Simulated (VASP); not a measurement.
Set up this calculation in VASP 6.6.1, as the native input.

| Quantity | Value |
| --- | --- |
| Task | relaxation of cell and atoms |
| Functional | PBE |
| Dispersion | D4 |
| Potentials or basis | VASP PAW PBE potentials, release 64 (Cl, Na_pv) |
| Cutoff | 600 eV |
| k mesh | 8 × 8 × 8 |
| Occupations | fermi-dirac, width 0.05 eV |
| Spin | no spin polarisation |
| Dipole correction | no |
| Further INCAR settings | ALGO = Normal; EDIFF = 1e-07; IBRION = 2; EDIFFG = -0.005; NSW = 80; ISIF = 3 |

The structure of NaCl lies in POSCAR:

```
NaCl
1.0
    0.0000000000      2.7940632177      2.7940632177
    2.7940632177      0.0000000000      2.7940632177
    2.7940632177      2.7940632177      0.0000000000
Cl Na
1 1
Direct
    0.5000000000      0.5000000000      0.5000000000
    0.0000000000      0.0000000000      0.0000000000
```

One way to write it, as run:

INCAR

```
PREC     = Accurate       # precision mode
ENCUT    = 600            # plane-wave cutoff, eV
EDIFF    = 1E-7           # SCF threshold, eV
ISMEAR   = -1             # smearing method
SIGMA    = 0.05           # smearing width, eV
LREAL    = F              # projectors in reciprocal space
LASPH    = T              # aspherical terms in the spheres
NELM     = 60             # most SCF steps
ALGO     = Normal         # electronic algorithm
ISIF     = 3              # what is computed and relaxed
LWAVE    = F              # write WAVECAR
LCHARG   = F              # write CHGCAR
GGA      = PE             # functional
IVDW     = 13             # dispersion correction
IBRION   = 2              # ionic algorithm
NSW      = 80             # ionic steps
EDIFFG   = -0.005         # ionic threshold
```

KPOINTS

```
Automatic mesh
0
Gamma
  8 8 8
```

Potentials or basis: VASP PAW PBE potentials, release 64 (Cl, Na_pv).

Run with:

```sh
$ cat potpaw_PBE.64/Cl/POTCAR potpaw_PBE.64/Na_pv/POTCAR > POTCAR
$ mpirun -np 1 vasp_std > vasp.out
```

It gave:

* Relaxed volume: 22.40 Å³/atom
* Relaxed cell: a = 3.987 Å, b = 3.987 Å, c = 3.987 Å, α = 60.00°, β = 60.00°, γ = 60.00°
* Space group after relaxing (to 0.1 Å): Fm-3m (No. 225)
* Energy gained by relaxing: 1.2 meV/atom
* Ionic steps: 3
* Pressure after relaxing: 0.0 GPa
* Band gap on the k mesh: 5.11 eV
* Dispersion energy per atom: -0.098 eV

It took 46 s on 1 thread of Intel Xeon 8259CL, with other jobs on the host, peak memory 0.18 GiB.
